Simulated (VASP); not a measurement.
The system is TiCo.

```
Co Ti
1.0
     2.96607    0.00000    0.00000
     0.00000    2.96607    0.00000
     0.00000    0.00000    2.96607
Co Ti
1 1
Direct
  0.50000 0.50000 0.50000
  0.00000 0.00000 0.00000
```

Base run:

- Program: VASP 6.6.1
- Functional: r2SCAN
- Potentials or basis: VASP PAW PBE potentials, release 64 (Co, Ti_sv)
- Cutoff: 520 eV
- k mesh: 9 × 9 × 9
- Occupations: fermi-dirac, width 0.05 eV
- Spin: collinear spin, ferromagnetic start
- Starting moments: [2.0, 1.0] μB

Its results: pressure 4.0 GPa; net moment 0.87 μB per cell; site moments Co +1.32; Ti -0.26 μB.

Q: The run is repeated on the same cell with these changes: functional from r2SCAN to PBE; further incar settings from ALGO = Normal; EDIFF = 1e-06; NBANDS = 22 to ALGO = Fast; EDIFF = 1e-06; NBANDS = 22. What comes out?

A: Pressure 2.1 GPa; net moment 0.75 μB per cell; site moments Co +0.82; Ti -0.02 μB.

Caveats: the cell stands under pressure (at least some runs); the PAW data sets were made with another functional, which shifts forces and pressure a little (at least some runs).
